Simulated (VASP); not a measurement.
Here is a VASP 6.6.1 calculation.

Contents of INCAR:

```
SYSTEM = CdS
PREC = Accurate
ENCUT = 520
EDIFF = 1E-6
ISMEAR = -1
SIGMA = 0.05
LREAL = .False.
LASPH = .True.
NELM = 60
ALGO = Normal
ISIF = 2
LWAVE = .False.
LCHARG = .False.
NBANDS = 16
```

File KPOINTS:

```
regular mesh
0
Gamma
  7 7 5
  0 0 0
```

The input POSCAR:

```
CdS
1.0
    4.3172440391      0.0000000000      0.0000000000
   -2.1586220196      3.7388430122      0.0000000000
    0.0000000000      0.0000000000      5.8805523956
Cd S
1 1
Direct
    0.0000000000      0.0000000000      0.4426919200
    0.6666666667      0.3333333333      0.4343080800
```

Potentials or basis: VASP PAW LDA potentials, release 64 (Cd, S).

Command:

```bash
$ cat potpaw_LDA.64/Cd/POTCAR potpaw_LDA.64/S/POTCAR > POTCAR
$ mpirun -np 1 vasp_std > vasp.out
```

Problem. Predict the largest force.

Solution. 0.031 eV/Å.

Problem. What does it give for the pressure?

Solution. -3.1 GPa.

Problem. What does it give for the band gap on the k mesh?

Solution. 1.16 eV (least direct gap 1.22 eV).

Stress tensor (GPa, compression positive):
```
-4.62  0.00  0.00
 0.00 -4.62  0.00
 0.00  0.00 -0.09
```

Caveat: the cell stands under tension; an odd mesh through Γ misses points on the zone boundary, where band edges can lie.
